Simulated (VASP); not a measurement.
A run of VASP 6.6.1 is set up as follows.

INCAR

```
SYSTEM = Si2Mo
PREC     = Accurate       ! precision mode
ENCUT    = 520            ! plane-wave cutoff, eV
EDIFF    = 1E-6           ! SCF threshold, eV
ISMEAR   = -1             ! smearing method
SIGMA    = 0.05           ! smearing width, eV
LREAL    = .False.        ! projectors in reciprocal space
LASPH    = .True.         ! aspherical terms in the spheres
NELM     = 100            ! most SCF steps
ALGO     = Normal         ! electronic algorithm
ISIF     = 2              ! what is computed and relaxed
LWAVE    = .False.        ! write WAVECAR
LCHARG   = .False.        ! write CHGCAR
GGA      = PS             ! functional
NBANDS   = 18             ! bands
```

Contents of KPOINTS:

```
Automatic mesh
0
Gamma
  10 10 10
  0 0 0
```

POSCAR

```
Si2Mo
1.0
   -1.6000000000      1.6000000000      4.0877200000
    1.6000000000     -1.6000000000      4.0877200000
    1.6000000000      1.6000000000     -4.0877200000
Mo Si
1 2
Direct
    0.0000000000      0.0000000000      0.0000000000
    0.6631628611      0.6631628611      0.0000000000
    0.3368371389      0.3368371389      0.0000000000
```

Potentials or basis: VASP PAW PBE potentials, release 64 (Mo_sv, Si).

Command:

```sh
$ cat potpaw_PBE.64/Mo_sv/POTCAR potpaw_PBE.64/Si/POTCAR > POTCAR
$ mpirun -np 1 vasp_std > vasp.out
```

Q: Estimate the pressure.

A: -9.6 GPa.

Q: Predict the largest force.

A: 0.012 eV/Å.

Q: Estimate the band gap on the k mesh.

A: Zero (bands 11 and 12 overlap by 0.74 eV).

Stress tensor (GPa, compression positive):
```
 -4.86   0.00   0.00
  0.00  -4.86   0.00
  0.00   0.00 -19.21
```

Caveat: the cell stands under tension; the PAW data sets were made with another functional, which shifts forces and pressure a little.
